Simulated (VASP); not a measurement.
A run of VASP 6.6.1:

INCAR

```
ALGO = Normal
DIPOL = 0.5 0.5 0.500
EDIFF = 1E-7
ENCUT = 520
GGA = PE
IDIPOL = 3
ISIF = 2
ISMEAR = 0
IVDW = 12
LASPH = T
LCHARG = F
LDIPOL = T
LREAL = F
LWAVE = F
NBANDS = 11
NELM = 100
PREC = Accurate
SIGMA = 0.02
```

Contents of KPOINTS:

```
k-points
0
Gamma
  12 12 1
```

Contents of POSCAR:

```
BN
1.0
    2.5770000000      0.0000000000      0.0000000000
   -1.2885000000      2.2317474655      0.0000000000
    0.0000000000      0.0000000000     26.0000000000
B N
1 1
Direct
    0.0000000000      0.0000000000      0.5192307692
    0.6666666667      0.3333333333      0.4807692308
```

Potentials or basis: VASP PAW PBE potentials, release 64 (B, N).

Launch:

```console
$ cat potpaw_PBE.64/B/POTCAR potpaw_PBE.64/N/POTCAR > POTCAR
$ mpirun -np 1 vasp_std > vasp.out
```

Hardware: 1 thread of Intel(R) Xeon(R) Platinum 8375C CPU @ 2.90GHz (Ice Lake) (shared host).

Problem. Estimate the wall time of this run.

Solution. It took 39 s on 1 thread of Intel(R) Xeon(R) Platinum 8375C CPU @ 2.90GHz (Ice Lake) (shared host), peak memory 0.26 GiB. Counts: scf iterations 24, k points 19.
